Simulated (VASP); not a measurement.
Write the native input for VASP 6.6.1 that does the following.

| Quantity | Value |
| --- | --- |
| Task | single point |
| Functional | PBE |
| Potentials or basis | VASP PAW PBE potentials, release 64 (Cu, O) |
| Cutoff | 520 eV |
| k mesh | 3 × 3 × 2 |
| Occupations | fermi-dirac, width 0.05 eV |
| Spin | no spin polarisation |
| Dipole correction | no |
| Further INCAR settings | ALGO = Normal; EDIFF = 1e-06; NBANDS = 25 |

The structure of CuO lies in POSCAR:

```
CuO
1.0
    2.3446497600     -1.7133998200      0.0000000000
    2.3446497600      1.7133998200      0.0000000000
   -0.8605499100      0.0000000000      5.0594394800
Cu O
2 2
Direct
    0.0032000000      0.4968000000      0.0000000000
    0.4968000000      0.0032000000      0.5000000000
    0.5714000000      0.4056000000      0.2537000000
    0.4056000000      0.5714000000      0.7537000000
```

The input as run:

INCAR

```
SYSTEM = CuO
ALGO = Normal
EDIFF = 1E-6
ENCUT = 520
GGA = PE
ISIF = 2
ISMEAR = -1
LASPH = .TRUE.
LCHARG = .FALSE.
LREAL = .FALSE.
LWAVE = .FALSE.
NBANDS = 25
NELM = 60
PREC = Accurate
SIGMA = 0.05
```

KPOINTS

```
k-points
0
G
  3 3 2
  0 0 0
```

Potentials or basis: VASP PAW PBE potentials, release 64 (Cu, O).

The run is started by

```sh
$ cat potpaw_PBE.64/Cu/POTCAR potpaw_PBE.64/O/POTCAR > POTCAR
$ mpirun -np 1 vasp_std > vasp.out
```

It gave:

```
Pressure               : 6.1 GPa
Largest force          : 0.832 eV/Å
Band gap on the k mesh : zero (bands 17 and 18 overlap by 0.55 eV)
```

Caveat: the k points lie up to 0.76 Å⁻¹ apart, too coarse for converged energies and pressures of a metal; semilocal functionals often make such compounds metallic where correlation or magnetic order opens a gap, which also shifts bond lengths.

Wall time 7.6 s on 1 thread of AMD EPYC 9R45 96-Core Processor (Zen 5), on a shared host, peak memory 0.12 GiB.
